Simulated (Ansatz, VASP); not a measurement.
# Al3GaN4: VASP beside Ansatz

```
Al Ga N
1.0
     4.40699    0.00000    0.00000
     0.00000    4.40699    0.00000
     0.00000    0.00000    4.40699
Al Ga N
3 1 4
Direct
  0.50000 0.49756 0.00000
  0.50000 0.99149 0.50000
  0.00000 0.49756 0.50000
  0.00000 0.00710 0.00000
  0.74715 0.74232 0.25285
  0.74227 0.25290 0.74227
  0.25285 0.74232 0.74715
  0.25773 0.25290 0.25773
```

Alike in both runs: task single point; functional PBEsol; k mesh 6 × 6 × 6; occupations gaussian, width 0.05 eV; no spin polarisation.

|  | VASP | Ansatz |
| --- | --- | --- |
| version | VASP 6.6.1 | Ansatz 0.2.0 |
| potentials or method | VASP PAW PBE potentials, release 64 (Al, Ga_d, N), cutoff 520 eV | scalar-relativistic, plane waves, PAW |
| valence electrons in the cell | 42 | 42 |

VASP gave:

| Quantity | Value |
| --- | --- |
| gap on the k mesh at the Fermi level (eV) | 3.28 |
| pressure (GPa) | 0.0 |
| traceless stress, the component that is largest in VASP (GPa) | 0.30 |
| rms of the force components (eV/Å) | 0.110 |

Task: Estimate Ansatz's values.

Result: gap on the k mesh at the Fermi level (eV): 3.28; pressure (GPa): 0.0; traceless stress, the component that is largest in VASP (GPa): 0.31; rms of the force components (eV/Å): 0.110.

VASP's potentials were made for PBE, not for PBEsol. Atom by atom the forces differ by 0.003 eV/Å (rms over components).
